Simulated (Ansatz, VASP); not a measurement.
## Two plane-wave programs on ZnO

The input POSCAR:

```
ZnO
1.0
    2.6461709623      0.0000000000      0.0000000000
    0.0000000000      2.6461709623      0.0000000000
    0.0000000000      0.0000000000      2.6461709623
Zn O
1 1
Direct
    0.0000000000      0.0000000000      0.0000000000
    0.5000000000      0.5000000000      0.5000000000
```

INCAR.step1

```
ALGO = Normal
EDIFF = 1E-4
ENCUT = 520
GGA = PE
ISMEAR = -1
LASPH = True
LCHARG = False
LREAL = False
LWAVE = True
NBANDS = 16
NELM = 60
PREC = Accurate
SIGMA = 0.02
```

Contents of INCAR.step2:

```
ALGO = Normal
EDIFF = 1E-6
ENCUT = 520
ISIF = 2
ISMEAR = -1
ISTART = 1
LASPH = True
LCHARG = True
LELF = True
LMIXTAU = True
LREAL = False
LVHAR = True
LWAVE = False
METAGGA = R2SCAN
NBANDS = 16
NELM = 60
PREC = Accurate
SIGMA = 0.02
```

Contents of KPOINTS:

```
k-points
0
Gamma
  6 6 6
```

Input for Ansatz:

```yaml
crystal:
  lattice:
    - [2.6461709623, 0.0, 0.0]
    - [0.0, 2.6461709623, 0.0]
    - [0.0, 0.0, 2.6461709623]
  atoms:
    - { symbol: Zn, position: [0.0, 0.0, 0.0] }
    - { symbol: O, position: [0.5, 0.5, 0.5] }
kpoints:
  mp_grid: { grid: [6, 6, 6] }
hamiltonian:
  xc: r2scan
scf:
  occupations: { method: fermi_dirac, width: 0.02 }
  n_extra_bands: 4
output:
  forces: true
  stress: true
  eigenvalues: true
  write_density: true
  write_potential: true
  elf: true
  volumetric_format: npy
```

Alike in both runs: task single point; functional r2SCAN; k mesh 6 × 6 × 6; occupations fermi-dirac, width 0.02 eV; no spin polarisation.

```csv
,VASP,Ansatz
version,VASP 6.6.1,Ansatz 0.2.0
potentials or method,"VASP PAW PBE potentials, release 64 (Zn, O)","plane waves, PAW"
plane-wave cutoff (eV),520,500
valence electrons in the cell,18,18
```

|  | VASP | Ansatz | Ansatz less VASP |
| --- | --- | --- | --- |
| pressure (GPa) | 1.3 | 0.2 | -1.09 |

VASP's potentials were made for PBE, not for r2SCAN. With one functional, cell and mesh, what is left measures potentials, basis and numerics.

The k mesh is coarse, so the values compare programs but aren't converged.
